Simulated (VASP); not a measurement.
Wanted: the native input for a VASP 6.6.1 run.

- Task: electric field gradients
- Functional: PBEsol
- Potentials or basis: VASP PAW PBE potentials, release 64 (Mg)
- Cutoff: 520 eV
- k mesh: 15 × 15 × 15
- Occupations: fermi-dirac, width 0.05 eV
- Spin: no spin polarisation
- Dipole correction: no
- Further INCAR settings: ALGO = Normal; EDIFF = 1e-08; NBANDS = 7

The structure of Mg lies in POSCAR:

```
Mg
1.0
   -1.8359916300      1.8359916300      1.6794040200
    1.8359916300     -1.8359916300      1.6794040200
    1.8359916300      1.8359916300     -1.6794040200
Mg
1
Direct
    0.0000000000      0.0000000000      0.0000000000
```

One way to write it, as run:

INCAR

```
PREC = Accurate ; ENCUT = 520
EDIFF = 1E-8 ; ISMEAR = -1
SIGMA = 0.05 ; LREAL = False
LASPH = True ; NELM = 80
ALGO = Normal ; ISIF = 2
LWAVE = False ; LCHARG = False
GGA = PS ; LEFG = True
NBANDS = 7
```

KPOINTS

```
Automatic mesh
0
Gamma
  15 15 15
```

Potentials or basis: VASP PAW PBE potentials, release 64 (Mg).

Command:

```console
$ cat potpaw_PBE.64/Mg/POTCAR > POTCAR
$ mpirun -np 1 vasp_std > vasp.out
```

Results of the run:

```yaml
Pressure: -0.2 GPa
Band_gap_on_the_k_mesh: zero (band 1 reaches 5.95 eV, above the bottom of band 2 at 1.44 eV)
```

Caveat: without QUAD_EFG the Cq values of the log hold for a quadrupole moment of 1 mb, not for the nuclei; the PAW data sets were made with another functional, which shifts forces and pressure a little.

It took 15 s on 1 thread of Intel(R) Xeon(R) 6975P-C (Granite Rapids), with other jobs on the host, peak memory 0.16 GiB.
